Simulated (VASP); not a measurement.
Input of a VASP 6.6.1 run:

The input INCAR:

```
SYSTEM = KF
PREC = Accurate
ENCUT = 520
EDIFF = 1E-6
ISMEAR = 0
SIGMA = 0.15
LREAL = .False.
LASPH = .True.
NELM = 60
ALGO = Normal
ISIF = 2
LWAVE = .False.
LCHARG = .False.
GGA = PE
NBANDS = 15
```

KPOINTS

```
regular mesh
0
Gamma
  4 4 4
  0 0 0
```

Contents of POSCAR:

```
KF
1.0
    3.6900201164      0.0000000028      0.0000000000
   -1.8450100606      3.1956511599      0.0000000000
    0.0000000000      0.0000000000      3.3563345867
K F
1 1
Direct
    0.0000000000      0.0000000000      0.5000000000
    0.6666666667      0.3333333333      0.0000000000
```

Potentials or basis: VASP PAW PBE potentials, release 64 (K_sv, F).

Command:

```console
$ cat potpaw_PBE.64/K_sv/POTCAR potpaw_PBE.64/F/POTCAR > POTCAR
$ mpirun -np 1 vasp_std > vasp.out
```

Problem. Predict the band gap on the k mesh.

Solution. 5.64 eV.

Problem. Predict the pressure.

Solution. 0.1 GPa.

Stress tensor (GPa, compression positive):
```
0.07 0.00 0.00
0.00 0.07 0.00
0.00 0.00 0.19
```

Caveat: the k points lie up to 0.49 Å⁻¹ apart.
